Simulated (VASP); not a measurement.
Input of a VASP 6.6.1 run:

Contents of POSCAR:

```
SiC3
1.0
    2.7964006860      0.0000000000      0.0000000000
    0.0000000000      2.7964006860      0.0000000000
    0.0000000000      0.0000000000      4.0900436070
C Si
3 1
Direct
    0.5000000000      0.0000000000      0.7862689766
    0.5000000000      0.5000000000      0.0000000000
    0.0000000000      0.5000000000      0.2137310234
    0.0000000000      0.0000000000      0.5000000000
```

The input INCAR.step1:

```
SYSTEM = SiC3
PREC     = Accurate       ! precision mode
ENCUT    = 520            ! plane-wave cutoff, eV
ISMEAR   = 0              ! smearing method
SIGMA    = 0.01           ! smearing width, eV
LREAL    = .False.        ! projectors in reciprocal space
LASPH    = .True.         ! aspherical terms in the spheres
NELM     = 80             ! most SCF steps
NBANDS   = 16             ! bands
GGA      = PE             ! functional
ALGO     = Normal         ! electronic algorithm
EDIFF    = 1E-4           ! SCF threshold, eV
LWAVE    = .True.         ! write WAVECAR
LCHARG   = .False.        ! write CHGCAR
```

Contents of INCAR.step2:

```
SYSTEM = SiC3
PREC     = Accurate       ! precision mode
ENCUT    = 520            ! plane-wave cutoff, eV
EDIFF    = 1E-6           ! SCF threshold, eV
ISMEAR   = 0              ! smearing method
SIGMA    = 0.01           ! smearing width, eV
LREAL    = .False.        ! projectors in reciprocal space
LASPH    = .True.         ! aspherical terms in the spheres
NELM     = 80             ! most SCF steps
ALGO     = Normal         ! electronic algorithm
ISIF     = 2              ! what is computed and relaxed
LWAVE    = .False.        ! write WAVECAR
LCHARG   = .False.        ! write CHGCAR
METAGGA  = R2SCAN         ! meta-GGA
LMIXTAU  = .True.       
NBANDS   = 16             ! bands
ISTART   = 1
```

File KPOINTS:

```
regular mesh
0
Gamma
  6 6 4
  0 0 0
```

Potentials or basis: VASP PAW PBE potentials, release 64 (C, Si).

The run is started by

```sh
$ cat potpaw_PBE.64/C/POTCAR potpaw_PBE.64/Si/POTCAR > POTCAR
$ cp INCAR.step1 INCAR
$ mpirun -np 1 vasp_std > vasp.out
$ cp INCAR.step2 INCAR
$ mpirun -np 1 vasp_std > vasp.out
```

Problem. Estimate the band gap on the k mesh.

Solution. 1.96 eV, indirect (least direct gap 2.15 eV).

Problem. What does it give for the pressure?

Solution. 0.0 GPa.

Problem. Estimate the largest force.

Solution. 0.050 eV/Å.

Stress tensor (GPa, compression positive):
```
 0.21  0.00  0.00
 0.00  0.21  0.00
 0.00  0.00 -0.29
```

Caveat: the PAW data sets were made with another functional, which shifts forces and pressure a little. A k mesh can miss the band edges.
